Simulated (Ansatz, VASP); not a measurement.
Two plane-wave programs on Li3TeCl

File INCAR:

```
PREC = Accurate
ENCUT = 520
EDIFF = 1E-6
ISMEAR = 0
SIGMA = 0.05
LREAL = False
LASPH = True
NELM = 100
ALGO = Normal
ISIF = 2
LWAVE = False
LCHARG = False
GGA = PS
NBANDS = 19
```

File KPOINTS:

```
Automatic mesh
0
Gamma
  4 4 4
```

Contents of POSCAR:

```
Li3TeCl
1.0
    5.0637987001      0.0000000000      0.0000000000
    0.0000000000      5.0637987001      0.0000000000
    0.0000000000      0.0000000000      5.0637987001
Te Cl Li
1 1 3
Direct
    0.0000000000      0.0000000000      0.0000000000
    0.5000000000      0.5000000000      0.5000000000
    0.5000000000      0.5000000000      0.0000000000
    0.5000000000      0.0000000000      0.5000000000
    0.0000000000      0.5000000000      0.5000000000
```

Input for Ansatz:

```yaml
crystal:
  lattice:
    - [5.0637987001, 0.0, 0.0]
    - [0.0, 5.0637987001, 0.0]
    - [0.0, 0.0, 5.0637987001]
  atoms:
    - { symbol: Te, position: [0.0, 0.0, 0.0] }
    - { symbol: Cl, position: [0.5, 0.5, 0.5] }
    - { symbol: Li, position: [0.5, 0.5, 0.0] }
    - { symbol: Li, position: [0.5, 0.0, 0.5] }
    - { symbol: Li, position: [0.0, 0.5, 0.5] }
basis:
  ecutwfc: 420
kpoints:
  mp_grid: { grid: [4, 4, 4] }
hamiltonian:
  xc: pbesol
scf:
  occupations: { method: gaussian, width: 0.05 }
output:
  forces: true
  stress: true
  eigenvalues: true
```

Alike in both runs: task single point; functional PBEsol; k mesh 4 × 4 × 4; occupations gaussian, width 0.05 eV; no spin polarisation.

```csv
,VASP,Ansatz
version,VASP 6.6.1,Ansatz 0.2.0
potentials or method,"VASP PAW PBE potentials, release 64 (Te, Cl, Li_sv), cutoff 520 eV","scalar-relativistic, plane waves, PAW"
valence electrons in the cell,22,32
```

```tsv
	VASP	Ansatz	Ansatz less VASP
gap on the k mesh at the Fermi level (eV)	1.56	1.55	-0.008
least direct gap on the mesh (eV)	1.84	1.83	-0.009
```

VASP's potentials were made for PBE, not for PBEsol. VASP's potentials hold 22 valence electrons a cell and Ansatz's 32, so a difference there can come from the potentials and not from the codes.

Neither program's run includes spin-orbit coupling. Noted on VASP's run: the cutoff is short for stress, so the pressure is rough.
